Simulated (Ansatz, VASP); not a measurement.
TiO2: VASP beside Ansatz

File INCAR:

```
PREC = Accurate
ENCUT = 520
EDIFF = 1E-7
ISMEAR = 0
SIGMA = 0.02
LREAL = F
LASPH = T
NELM = 80
ALGO = Normal
ISIF = 2
LWAVE = F
LCHARG = F
GGA = PE
NBANDS = 60
```

File KPOINTS:

```
regular mesh
0
Gamma
  6 6 6
```

Contents of POSCAR:

```
TiO2
1.0
    5.3725687869      0.0000000000      0.0000000000
    0.0000000000      5.3725608194      0.0000000000
   -2.5873428540      0.0000000000      4.8495695209
Ti O
4 8
Direct
    0.5000000000      0.3707406808      0.2500000000
    0.5000000000      0.6292593192      0.7500000000
    0.0000000000      0.8707406808      0.2500000000
    0.0000000000      0.1292593192      0.7500000000
    0.2078851972      0.8789362883      0.6627554369
    0.7921148028      0.1210637117      0.3372445631
    0.7921148028      0.8789362883      0.8372445631
    0.2078851972      0.1210637117      0.1627554369
    0.7078851972      0.3789362883      0.6627554369
    0.2921148028      0.6210637117      0.3372445631
    0.2921148028      0.3789362883      0.8372445631
    0.7078851972      0.6210637117      0.1627554369
```

Input for Ansatz:

```yaml
crystal:
  lattice:
    - [5.3725687869, 0.0, 0.0]
    - [0.0, 5.3725608194, 0.0]
    - [-2.587342854, 0.0, 4.8495695209]
  atoms:
    - { symbol: Ti, position: [0.5, 0.3707406808, 0.25] }
    - { symbol: Ti, position: [0.5, 0.6292593192, 0.75] }
    - { symbol: Ti, position: [0.0, 0.8707406808, 0.25] }
    - { symbol: Ti, position: [0.0, 0.1292593192, 0.75] }
    - { symbol: O, position: [0.2078851972, 0.8789362883, 0.6627554369] }
    - { symbol: O, position: [0.7921148028, 0.1210637117, 0.3372445631] }
    - { symbol: O, position: [0.7921148028, 0.8789362883, 0.8372445631] }
    - { symbol: O, position: [0.2078851972, 0.1210637117, 0.1627554369] }
    - { symbol: O, position: [0.7078851972, 0.3789362883, 0.6627554369] }
    - { symbol: O, position: [0.2921148028, 0.6210637117, 0.3372445631] }
    - { symbol: O, position: [0.2921148028, 0.3789362883, 0.8372445631] }
    - { symbol: O, position: [0.7078851972, 0.6210637117, 0.1627554369] }
basis:
  ecutwfc: 420
kpoints:
  mp_grid: { grid: [6, 6, 6] }
  band_path: { path: [VBM, CBM], npoints: 2 }
hamiltonian:
  xc: pbe
scf:
  occupations: { method: gaussian, width: 0.02 }
output:
  forces: true
  stress: true
  eigenvalues: true
checkpoint:
  read: start.run
  write: ck
  compress: false
  write_wavefunctions: false
  write_every: 100000
```

Alike in both runs: task single point; functional PBE; k mesh 6 × 6 × 6; occupations gaussian, width 0.02 eV; no spin polarisation.

```csv
,VASP,Ansatz
version,VASP 6.6.1,Ansatz 0.2.0
potentials or method,"VASP PAW PBE potentials, release 64 (Ti_sv, O), cutoff 520 eV","scalar-relativistic, plane waves, PAW"
valence electrons in the cell,96,96
```

VASP gave:

- gap on the k mesh at the Fermi level (eV): 2.11
- least direct gap on the mesh (eV): 2.15
- pressure (GPa): 0.6
- traceless stress, the component that is largest in VASP (GPa): -0.96
- rms of the force components (eV/Å): 0.009

Q: Estimate Ansatz's values.

A: gap on the k mesh at the Fermi level (eV): 2.13; least direct gap on the mesh (eV): 2.18; pressure (GPa): 0.0; traceless stress, the component that is largest in VASP (GPa): -0.98; rms of the force components (eV/Å): 0.000.

Atom by atom the forces differ by 0.009 eV/Å (rms over components). The functional is the same, so the differences come from potentials, cutoffs and numerics.
